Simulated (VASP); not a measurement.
# CaInH (Cmmm) in VASP: further runs, part 2 of 2

VASP 6.6.1. Earlier steps stand in the parts before.

### Step 3. Relaxation of cell and atoms, PBE

INCAR

```
PREC = Accurate ; ENCUT = 600
EDIFF = 1E-6 ; ISMEAR = 0
SIGMA = 0.1 ; LREAL = F
LASPH = T ; NELM = 80
ALGO = Normal ; ISIF = 3
LWAVE = F ; LCHARG = F
GGA = PE ; IBRION = 2
NSW = 90 ; EDIFFG = -0.04
```

KPOINTS

```
Automatic mesh
0
Gamma
  4 4 6
```

POSCAR

```
CaInH
1.0
    2.7033893100     -3.6753761200      0.0000000000
    2.7033893100      3.6753761200      0.0000000000
    0.0000000000      0.0000000000      3.5307124100
Ca In H
1 1 1
Direct
    0.5000000000      0.5000000000      0.5000000000
    0.0000000000      0.0000000000      0.5000000000
    0.5000000000      0.5000000000      0.0000000000
```

Potentials or basis: VASP PAW PBE potentials, release 64 (Ca_sv, In_d, H).

On the command line:

```
cat potpaw_PBE.64/Ca_sv/POTCAR potpaw_PBE.64/In_d/POTCAR potpaw_PBE.64/H/POTCAR > POTCAR
mpirun -np 1 vasp_std > vasp.out
```

OUTCAR:

```text
PREC = Accurate
   ENCUT = 600
   EDIFF = 1E-6
   ISMEAR = 0
   LREAL = F
   LASPH = T
   NELM = 80
   ISIF = 3
   GGA = PE
   IBRION = 2
   NSW = 90
   EDIFFG = -0.04

 ion  position               nearest neighbor table
   1  0.500  0.500  0.500-   3 1.77   3 1.77   2 2.70   2 2.70
   2  0.000  0.000  0.500-   1 2.70   1 2.70
   3  0.500  0.500  0.000-   1 1.77   1 1.77

  LATTYP: Found a base centered orthorhombic cell.
 ALAT       =     5.4067786200
 B/A-ratio  =     1.3595437795
 C/A-ratio  =     0.6530159006

  Lattice vectors:

 A1 = (   2.7033893100,  -3.6753761200,   0.0000000000)
 A2 = (   2.7033893100,   3.6753761200,   0.0000000000)
 A3 = (   0.0000000000,   0.0000000000,   3.5307124100)

Analysis of symmetry for initial positions (statically):
[... 366 lines left out ...]
  ---------------------------------------------------
  ext. energy  EPLUGINS =         0.00000000
  ---------------------------------------------------
  free energy    TOTEN  =        -7.25602533 eV

  energy without entropy =       -7.23171386  energy(sigma->0) =       -7.24386960

 E-fermi :   1.7416     XC(G=0):  -7.6197

 val. band max:        1.7049336546   @ k =  -0.2500   0.2500   0.5000
 cond. band min:       1.7454242283   @ k =   0.2500  -0.0000   0.3333
 fundamental gap:      0.0404905737
 Fermi energy:         1.7416041727

 k-point     1 :       0.0000    0.0000    0.0000
  band No.  band energies     occupation
      1     -39.1061      2.00000
      2     -20.2130      2.00000
      3     -20.2120      2.00000
      4     -19.9346      2.00000
      5     -12.9816      2.00000
      6     -12.9084      2.00000
[... 433 lines left out ...]
      3     -20.2080      2.00000
      4     -20.0412      2.00000
      5     -12.9289      2.00000
      6     -12.9253      2.00000
[... 8 lines left out ...]
     15       4.9489      0.00000
     16       5.6135      0.00000

 [... further k-points ...]
[... 5 lines left out ...]
  --------------------------------------------------------------------------------------
  -------------------------------------------------------------------------------------
  Total       -0.0240228     -0.0520894      0.1131305      0.0000000      0.0000000      0.0000000
  in kB       -0.4148483     -0.8995273      1.9536416      0.0000000      0.0000000      0.0000000
  external PRESSURE =       0.2130887 kB  Pullay stress =       0.0000000 kB
[... 18 lines left out ...]
  FREE ENERGIE OF THE ION-ELECTRON SYSTEM (eV)
  ---------------------------------------------------
  free  energy   TOTEN  =        -7.2560253345 eV

  energy  without entropy=       -7.2317138618  energy(sigma->0) =       -7.24386960

 reached required accuracy - stopping structural energy minimisation
```

OSZICAR:

```text
N       E                     dE             d eps       ncg     rms          rms(c)
DAV:   1     0.204019851069E+03    0.20402E+03   -0.13222E+04   896   0.180E+03
DAV:   2     0.602455916155E+01   -0.19800E+03   -0.19619E+03   904   0.408E+02
DAV:   3    -0.704894258449E+01   -0.13074E+02   -0.12974E+02  1680   0.105E+02
DAV:   4    -0.747642959883E+01   -0.42749E+00   -0.41284E+00  1176   0.141E+01
[... 98 lines left out ...]
DAV:   3    -0.725614508910E+01    0.44790E-02   -0.10580E-02  1368   0.957E-01    0.993E-02
DAV:   4    -0.725605286086E+01    0.92228E-04   -0.91184E-04  1072   0.254E-01    0.558E-02
DAV:   5    -0.725602677930E+01    0.26082E-04   -0.82780E-05  1472   0.992E-02    0.289E-02
DAV:   6    -0.725602610857E+01    0.67073E-06   -0.13804E-05  1152   0.289E-02    0.445E-03
DAV:   7    -0.725602533446E+01    0.77411E-06   -0.20627E-06   840   0.128E-02
  10 F= -.72560253E+01 E0= -.72438696E+01  d E =-.203822E-02
```

CONTCAR:

```text
CaInH
   1.00000000000000
     3.3865573483708902   -3.3988210066112847    0.0000000000000000
     3.3865573483708902    3.3988210066112847    0.0000000000000000
     0.0000000000000000    0.0000000000000000    4.0302193496561332
  Ca              In              H
     1     1     1
Direct
     0.5000000000000000    0.5000000000000000    0.5000000000000000
     0.0000000000000000    0.0000000000000000    0.5000000000000000
     0.5000000000000000    0.5000000000000000    0.0000000000000000

  0.00000000E+00  0.00000000E+00  0.00000000E+00
  0.00000000E+00  0.00000000E+00  0.00000000E+00
  0.00000000E+00  0.00000000E+00  0.00000000E+00
```

It took 90 s on 1 thread of Intel Xeon 6975P-C (Granite Rapids), shared host; peak memory 0.22 GiB.

Results:

| Property | Result |
| --- | --- |
| Free energy | -7.2560 eV |
| Relaxed volume | 30.93 Å³/atom |
| Relaxed cell | a = 4.798 Å, b = 4.798 Å, c = 4.030 Å, α = 90.00°, β = 90.00°, γ = 90.21° |
| Space group after relaxing (to 0.05 Å) | P4/mmm (No. 123) |
| Energy gained by relaxing | 495.0 meV/atom |
| Ionic steps | 10 |
| Pressure after relaxing | 0.0 GPa |
| Band gap on the k mesh | zero (band 12 reaches 3.25 eV, above the bottom of band 13 at 0.89 eV) |

The path:
```csv
step,energy change (eV),largest force (eV/Å),pressure (GPa),volume (Å³)
1,0.0000,0.0000,12.86,70.16
2,-1.3806,0.0000,1.10,90.25
3,-1.4357,0.0000,-0.04,94.58
4,-1.4191,0.0000,-1.58,103.48
5,-1.4468,0.0000,-0.76,98.16
6,-1.4468,0.0000,-0.65,97.56
7,-1.4684,0.0000,-0.40,95.68
8,-1.4826,0.0000,0.04,93.08
9,-1.4830,0.0000,0.12,92.59
10,-1.4850,0.0000,0.02,92.78
```

Final structure:
```
Ca In H
1.0
     3.38656   -3.39882    0.00000
     3.38656    3.39882    0.00000
     0.00000    0.00000    4.03022
Ca In H
1 1 1
Direct
  0.50000 0.50000 0.50000
  0.00000 0.00000 0.50000
  0.50000 0.50000 0.00000
```

Caveat: the k points lie up to 0.33 Å⁻¹ apart in the final cell; the volume moved by over 15 % at a fixed basis, so the end points are rough; spin-orbit coupling is left out, which moves the levels of the heavy elements.
